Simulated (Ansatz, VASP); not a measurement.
**W in VASP and in Ansatz**

```
CELL_PARAMETERS angstrom
0.00000 1.82700 2.03000
2.03000 0.00000 2.03000
2.03000 1.82700 0.00000
ATOMIC_POSITIONS crystal
W 0.00000 0.00000 0.00000
```

Change from the starting cell: strain -0.1000 x Voigt [0, 1, 0, 0, 0, 0], atoms carried along.

Alike in both runs: task single point; functional r2SCAN; k mesh 20 × 20 × 20; occupations gaussian, width 0.15 eV; no spin polarisation.

|  | VASP | Ansatz |
| --- | --- | --- |
| version | VASP 6.6.1 | Ansatz 0.2.0 |
| potentials or method | VASP PAW PBE potentials, release 64 (W_sv), cutoff 520 eV | scalar-relativistic, plane waves, PAW |
| valence electrons in the cell | 14 | 14 |

|  | VASP | Ansatz | Ansatz less VASP |
| --- | --- | --- | --- |
| gap on the k mesh at the Fermi level (eV) | none | none | - |
| pressure (GPa) | 26.7 | 25.1 | -1.61 |
| traceless stress, the component that is largest in VASP (GPa) | -23.56 | -23.44 | +0.119 |

VASP's potentials were made for PBE, not for r2SCAN. A gap of «none» marks a metal or a gap that the smearing closes.

Neither program's run includes spin-orbit coupling.
